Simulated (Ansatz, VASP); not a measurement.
# One calculation of Rh, two programs

```
Rh
1.0
     2.57070    0.00000    0.00000
     0.00000    2.57070    0.00000
     0.00000    0.00000    2.57070
Rh
1
Direct
  0.00000 0.00000 0.00000
```

Alike in both runs: task single point; functional PBE; k mesh 14 × 14 × 14; occupations fermi-dirac, width 0.1 eV; no spin polarisation.

```csv
,VASP,Ansatz
version,VASP 6.6.1,Ansatz 0.2.0
potentials or method,"VASP PAW PBE potentials, release 64 (Rh_pv), cutoff 520 eV","plane waves (420 eV) with PAW, scalar-relativistic"
valence electrons in the cell,15,17
```

|  | VASP | Ansatz | Ansatz less VASP |
| --- | --- | --- | --- |
| pressure (GPa) | -6.5 | -6.5 | -0.03 |

VASP's potentials hold 15 valence electrons a cell and Ansatz's 17, so a difference there can come from the potentials and not from the codes.
